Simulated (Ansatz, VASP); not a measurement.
**One calculation of Pb, two programs**

INCAR

```
PREC = Accurate
ENCUT = 520
EDIFF = 1E-7
ISMEAR = -1
SIGMA = 0.08
LREAL = False
LASPH = True
NELM = 60
ALGO = Normal
ISIF = 2
LWAVE = False
LCHARG = False
GGA = PE
NBANDS = 28
```

The input KPOINTS:

```
Automatic mesh
0
Gamma
  7 7 10
```

POSCAR

```
Pb
1.0
    4.2100943125      0.0000000000      0.0000000000
   -2.1050471562      3.6460486269      0.0000000000
    0.0000000000      0.0000000000      2.5252010318
Pb
3
Direct
    0.0000000000      0.0000000000      0.0000000000
    0.3333333333      0.6666666667      0.5000000000
    0.6666666667      0.3333333333      0.5000000000
```

Input for Ansatz:

```yaml
crystal:
  lattice:
    - [4.2100943125, 0.0, 0.0]
    - [-2.1050471562, 3.6460486269, 0.0]
    - [0.0, 0.0, 2.5252010318]
  atoms:
    - { symbol: Pb, position: [0.0, 0.0, 0.0] }
    - { symbol: Pb, position: [0.3333333333, 0.6666666667, 0.5] }
    - { symbol: Pb, position: [0.6666666667, 0.3333333333, 0.5] }
kpoints:
  mp_grid: { grid: [7, 7, 10] }
scf:
  occupations: { method: fermi_dirac, width: 0.08 }
hamiltonian:
  xc: pbe
  pseudopotentials: { kind: nc }
output:
  forces: true
  stress: true
  eigenvalues: true
```

Change from the starting cell: volume scaled by 0.4, norm-conserving files.

Alike in both runs: task single point; functional PBE; k mesh 7 × 7 × 10; occupations fermi-dirac, width 0.08 eV; no spin polarisation.

|  | VASP | Ansatz |
| --- | --- | --- |
| version | VASP 6.6.1 | Ansatz 0.2.0 |
| potentials or method | VASP PAW PBE potentials, release 64 (Pb_d) | scalar-relativistic |
| plane-wave cutoff (eV) | 520 | 850 |
| valence electrons in the cell | 42 | 42 |

Ansatz gave:

```
pressure (GPa)                                                : 336.3
traceless stress, the component that is largest in VASP (GPa) : 0.06
```

Task: Which values does VASP return?

Result: Pressure (GPa): 334.7; traceless stress, the component that is largest in VASP (GPa): 0.09.

Both programs put the cell under a high pressure, so it lies far from rest at this level.

Neither program's run includes spin-orbit coupling. Noted on VASP's run: the cell as given lies far from equilibrium.
